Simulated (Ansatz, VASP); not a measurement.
One calculation of BaTiO3, two programs

```
CELL_PARAMETERS angstrom
3.99980 0.06000 0.06000
0.06000 3.99980 0.06000
0.06027 0.06027 4.01800
ATOMIC_POSITIONS crystal
Ba 0.00000 0.00000 0.00000
Ti 0.50000 0.50000 0.48200
O 0.50000 0.50000 0.01600
O 0.50000 0.00000 0.51500
O 0.00000 0.50000 0.51500
```

Change from the starting cell: equal xy, yz and zx shear strains of +3 %, crystal datasets.

Alike in both runs: task electric field gradients; functional PBEsol; k mesh 7 × 7 × 7; occupations fermi-dirac, width 0.08 eV; no spin polarisation.

|  | VASP | Ansatz |
| --- | --- | --- |
| version | VASP 6.6.1 | Ansatz 0.2.0 |
| potentials or method | VASP PAW PBE potentials, release 64 (Ba_sv, Ti_sv, O), cutoff 520 eV | all-electron PAW with datasets made for the crystal, scalar-relativistic |

|  | VASP | Ansatz | Ansatz less VASP |
| --- | --- | --- | --- |
| pressure (GPa) | -1.5 | -3.4 | -1.83 |
| traceless stress, the component that is largest in VASP (GPa) | -3.68 | -3.56 | +0.115 |
| rms of the force components (eV/Å) | 0.119 | 0.128 | +0.0087 |
| size of Vzz on the site where it differs most (V/Å²) | 42.2 | 39.5 | -2.67 |

VASP's potentials were made for PBE, not for PBEsol. Atom by atom the forces differ by 0.019 eV/Å (rms over components). Ansatz ran all-electron here, and VASP with PAW potentials.

Neither program's run includes spin-orbit coupling.
